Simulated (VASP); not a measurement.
Write the native input for VASP 6.6.1 that does the following.

- Task: single point
- Functional: PBEsol
- Potentials or basis: VASP PAW PBE potentials, release 64 (Al, Ga_d, N)
- Cutoff: 520 eV
- k mesh: 6 × 8 × 4
- Occupations: gaussian, width 0.05 eV
- Spin: no spin polarisation
- Dipole correction: no
- Further INCAR settings: ALGO = Normal; EDIFF = 1e-06; NBANDS = 31

The structure of Al3GaN4 lies in POSCAR:

```
Al3GaN4
1.0
    5.0434079713      0.0000000000      0.0001149907
    0.0000000000      3.1300738974      0.0000000000
   -0.0032362569      0.0000000000      5.4179919474
Al Ga N
3 1 4
Direct
    0.5002300423      0.4878876808      0.1673295664
    0.0009207036      0.4929958370      0.8348055932
    0.0010880650     -0.0239610956      0.3316926342
    0.4994217138      0.0217796305      0.6662009016
    0.1111724737     -0.0065148072      0.6663292503
    0.1224543238      0.4772367617      0.1671578647
    0.6251234799      0.5153926201      0.8401923551
    0.6231881979     -0.0115477048      0.3262928345
```

This cell differs from its parent crystal: mode 4 (171.0 1/cm) frozen in, largest displacement +0.075 Å.

These files were run (other wordings do the same):

INCAR

```
ALGO = Normal ; EDIFF = 1E-6
ENCUT = 520 ; GGA = PS
ISIF = 2 ; ISMEAR = 0
LASPH = T ; LCHARG = F
LREAL = F ; LWAVE = F
NBANDS = 31 ; NELM = 100
PREC = Accurate ; SIGMA = 0.05
```

KPOINTS

```
k-points
0
Gamma
  6 8 4
```

Potentials or basis: VASP PAW PBE potentials, release 64 (Al, Ga_d, N).

Run with:

```bash
$ cat potpaw_PBE.64/Al/POTCAR potpaw_PBE.64/Ga_d/POTCAR potpaw_PBE.64/N/POTCAR > POTCAR
$ mpirun -np 1 vasp_std > vasp.out
```

Results of the run:

The pressure is -0.1 GPa and the largest force is 0.512 eV/Å. The band gap on the k mesh is 3.47 eV, direct.

Caveat: the cell differs from its parent crystal (mode 4 (171.0 1/cm) frozen in, largest displacement +0.075 Å); the PAW data sets were made with another functional, which shifts forces and pressure a little.

It took 8.2 min on 1 thread of AMD EPYC 7R13, with other jobs on the host, peak memory 0.31 GiB.
